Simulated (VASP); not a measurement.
# AlGa3N4 (P-43m) in VASP: further runs, part 2 of 2

VASP 6.6.1. The steps go on from the part before.

### Step 4. Single point, LDA

The input, INCAR:

```
ALGO = Normal
EDIFF = 1E-6
ENCUT = 520
ISIF = 2
ISMEAR = 0
LASPH = True
LCHARG = True
LELF = True
LREAL = False
LVHAR = True
LWAVE = False
NBANDS = 41
NELM = 80
PREC = Accurate
SIGMA = 0.02
```

The input, KPOINTS:

```
k-points
0
Gamma
  6 6 6
```

The input, POSCAR:

```
AlGa3N4
1.0
    4.4270176746      0.0000000000      0.0000000000
    0.0000000000      4.4270176746      0.0000000000
    0.0000000000      0.0000000000      4.4270176746
Al Ga N
1 3 4
Direct
    0.0000000000      0.0000000000      0.0000000000
    0.5000000000      0.5000000000      0.0000000000
    0.5000000000      0.0000000000      0.5000000000
    0.0000000000      0.5000000000      0.5000000000
    0.7548139556      0.7548139556      0.2451860444
    0.7548139556      0.2451860444      0.7548139556
    0.2451860444      0.7548139556      0.7548139556
    0.2451860444      0.2451860444      0.2451860444
```

Potentials or basis: VASP PAW LDA potentials, release 64 (Al, Ga_d, N).

On the command line:

```sh
$ cat potpaw_LDA.64/Al/POTCAR potpaw_LDA.64/Ga_d/POTCAR potpaw_LDA.64/N/POTCAR > POTCAR
$ mpirun -np 1 vasp_std > vasp.out
```

OUTCAR:

```text
EDIFF = 1E-6
   ENCUT = 520
   ISIF = 2
   ISMEAR = 0
   LASPH = True
   LREAL = False
   NELM = 80
   PREC = Accurate

 ion  position               nearest neighbor table
   1  0.000  0.000  0.000-   5 1.88   6 1.88   7 1.88   8 1.88   3 3.13   4 3.13   2 3.13   3 3.13
                             4 3.13   2 3.13   4 3.13   4 3.13   2 3.13   3 3.13   3 3.13   2 3.13
   2  0.500  0.500  0.000-   5 1.93   6 1.93   7 1.93   8 1.93   1 3.13   1 3.13   1 3.13   1 3.13

   3  0.500  0.000  0.500-   5 1.93   6 1.93   7 1.93   8 1.93   1 3.13   1 3.13   1 3.13   1 3.13

   4  0.000  0.500  0.500-   5 1.93   6 1.93   7 1.93   8 1.93   1 3.13   1 3.13   1 3.13   1 3.13

   5  0.755  0.755  0.245-   1 1.88   2 1.93   3 1.93   4 1.93
   6  0.755  0.245  0.755-   1 1.88   2 1.93   3 1.93   4 1.93
   7  0.245  0.755  0.755-   1 1.88   2 1.93   3 1.93   4 1.93
   8  0.245  0.245  0.245-   1 1.88   2 1.93   3 1.93   4 1.93

  LATTYP: Found a simple cubic cell.
 ALAT       =     4.4270176746

  Lattice vectors:

 A1 = (   4.4270176746,   0.0000000000,   0.0000000000)
 A2 = (   0.0000000000,   4.4270176746,   0.0000000000)
 A3 = (   0.0000000000,   0.0000000000,   4.4270176746)

Analysis of symmetry for initial positions (statically):
=====================================================================
 Subroutine PRICEL returns:
 Original cell was already a primitive cell.

 Routine SETGRP: Setting up the symmetry group for a
 simple cubic supercell.

 Subroutine GETGRP returns: Found 24 space group operations
 (whereof 24 operations were pure point group operations)
 out of a pool of 48 trial point group operations.

The static configuration has the point symmetry T_d .

Analysis of symmetry for dynamics (positions and initial velocities):
=====================================================================
 Subroutine PRICEL returns:
 Original cell was already a primitive cell.
[... 138 lines left out ...]
  Thomas-Fermi vector in A             =   2.579691
   LORBIT       =      0    0 simple, 1 ext, 2 COOP (PROOUT), +10 PAW based schemes
   GGA     = CA    functional components
   LHFCALC =     F    Hartree Fock is set to
   AEXX    =    0.0000 exact exchange contribution
   IVDW    =     0    specifies the selected vdW correction
   LEPSILON=     F    determine dielectric tensor
   LRPA    =     F    only Hartree local field effects (RPA)
 non-spin polarized calculation
 Gauss-broadening in eV      SIGMA  =   0.02
  energy-cutoff  :      520.00
  volume of cell :       86.76
 maximum number of plane-waves:      2360
 NGX is ok and might be reduce to    36
   NGX = 17   NGY = 17   NGZ = 17

 number of electron      61.9999939 magnetization

 Free energy of the ion-electron system (eV)
  ---------------------------------------------------
  ext. energy  EPLUGINS =         0.00000000
  ---------------------------------------------------
  free energy    TOTEN  =       -58.19864985 eV

  energy without entropy =      -58.19864985  energy(sigma->0) =      -58.19864985

 E-fermi :   5.6443     XC(G=0): -12.0804

 val. band max:        5.4827630445   @ k =   0.0000   0.0000   0.0000
 cond. band min:       8.0529835257   @ k =   0.0000   0.0000   0.0000
 fundamental gap:      2.5702204812
 Fermi energy:         5.6442504368

 k-point     1 :       0.0000    0.0000    0.0000
  band No.  band energies     occupation
      1     -10.2973      2.00000
      2      -9.0042      2.00000
      3      -9.0042      2.00000
      4      -9.0042      2.00000
      5      -7.8029      2.00000
      6      -7.7756      2.00000
[... 869 lines left out ...]
     40      15.4576      0.00000
     41      15.4576      0.00000

------------------------ aborting loop because EDIFF is reached ----------------------------------------

  FORCE on cell =-STRESS in cart. coord.  units (eV):
  Direction    XX          YY          ZZ          XY          YZ          ZX
  --------------------------------------------------------------------------------------
  -------------------------------------------------------------------------------------
  Total        0.5604339      0.5604339      0.5604339      0.0000000      0.0000000     -0.0000000
  in kB       10.3490675     10.3490675     10.3490675      0.0000000      0.0000000     -0.0000000
  external PRESSURE =      10.3490675 kB  Pullay stress =       0.0000000 kB

 VOLUME and BASIS-vectors are now :
 -----------------------------------------------------------------------------
  energy-cutoff  :      520.00
  volume of cell :       86.76
      direct lattice vectors                 reciprocal lattice vectors
     4.427017675  0.000000000  0.000000000     0.225885703  0.000000000  0.000000000
     0.000000000  4.427017675  0.000000000     0.000000000  0.225885703  0.000000000
     0.000000000  0.000000000  4.427017675     0.000000000  0.000000000  0.225885703

 POSITION                                       TOTAL-FORCE (eV/Angst)
 -----------------------------------------------------------------------------------
      0.00000      0.00000      0.00000         0.000000     -0.000000     -0.000000
      2.21351      2.21351      0.00000         0.000000     -0.000000     -0.000000
      2.21351      0.00000      2.21351         0.000000     -0.000000     -0.000000
      0.00000      2.21351      2.21351         0.000000     -0.000000     -0.000000
      3.34157      3.34157      1.08544         0.017353      0.017353     -0.017353
      3.34157      1.08544      3.34157         0.017353     -0.017353      0.017353
      1.08544      3.34157      3.34157        -0.017353      0.017353      0.017353
      1.08544      1.08544      1.08544        -0.017353     -0.017353     -0.017353
 -----------------------------------------------------------------------------------
    total drift:                               -0.000000     -0.000000     -0.000000

  FREE ENERGIE OF THE ION-ELECTRON SYSTEM (eV)
  ---------------------------------------------------
  free  energy   TOTEN  =       -58.1986498486 eV

  energy  without entropy=      -58.1986498486  energy(sigma->0) =      -58.19864985
```

stdout:

```text
POSCAR found type information on POSCAR AlGaN
 POSCAR found :  3 types and       8 ions
 scaLAPACK will be used
 LDA part: xc-table for (Slater(with rela. corr.)+CA(PZ))
 , standard interpolation
 POSCAR, INCAR and KPOINTS ok, starting setup
 FFT: planning ... GRIDC
 FFT: planning ... GRID_SOFT
 FFT: planning ... GRID
 WAVECAR not read
 entering main loop
```

Wall time 34 s (1 thread of Intel Xeon 6975P-C (Granite Rapids), shared host); peak memory 0.2 GiB.

What came out:

| Item | Value |
| --- | --- |
| Free energy | -58.1986 eV |
| Pressure | 1.0 GPa |
| Largest force | 0.030 eV/Å |
| Band gap on the k mesh | 2.57 eV, direct |

Forces on the atoms (eV/Å):
```
Al   0.000  0.000  0.000
Ga   0.000  0.000  0.000
Ga   0.000  0.000  0.000
Ga   0.000  0.000  0.000
N    0.017  0.017 -0.017
N    0.017 -0.017  0.017
N   -0.017  0.017  0.017
N   -0.017 -0.017 -0.017
```

Levels at points of the mesh, in eV from the valence-band top:
```csv
k point,band 28,band 29,band 30,band 31,band 32,band 33,band 34,band 35
"(0.00, 0.00, 0.00)",-2.55,0.00,0.00,0.00,2.57,3.37,3.37,3.37
"(0.50, 0.00, 0.00)",-1.54,-1.54,-1.24,-1.24,4.98,5.07,6.20,6.20
"(0.50, 0.50, 0.00)",-1.02,-0.97,-0.97,-0.66,6.85,7.03,7.03,7.35
"(0.50, 0.50, 0.50)",-0.79,-0.71,-0.71,-0.71,5.11,5.11,5.11,6.38
```

A hybrid or GW would open this gap; LDA tends to underestimate it.
